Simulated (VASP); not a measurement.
TaRu:

```
Ta Ru
1.0
     3.18700    0.00000    0.00000
     0.00000    3.18700    0.00000
     0.00000    0.00000    3.18700
Ta Ru
1 1
Direct
  0.50000 0.50000 0.50000
  0.00000 0.00000 0.00000
```

Base run:

| Item | Value |
| --- | --- |
| Program | VASP 6.6.1 |
| Functional | r2SCAN |
| Potentials or basis | VASP PAW PBE potentials, release 64 (Ta_pv, Ru_pv) |
| Cutoff | 520 eV |
| k mesh | 9 × 9 × 9, shifted |
| Occupations | fermi-dirac, width 0.2 eV |
| Spin | no spin polarisation |

Its results: pressure -5.8 GPa.

Task: The run is repeated on the same cell with these changes: functional from r2SCAN to BLYP. What comes out?

Result: Pressure 7.9 GPa.

Caveats: the PAW data sets were made with another functional, which shifts forces and pressure a little.
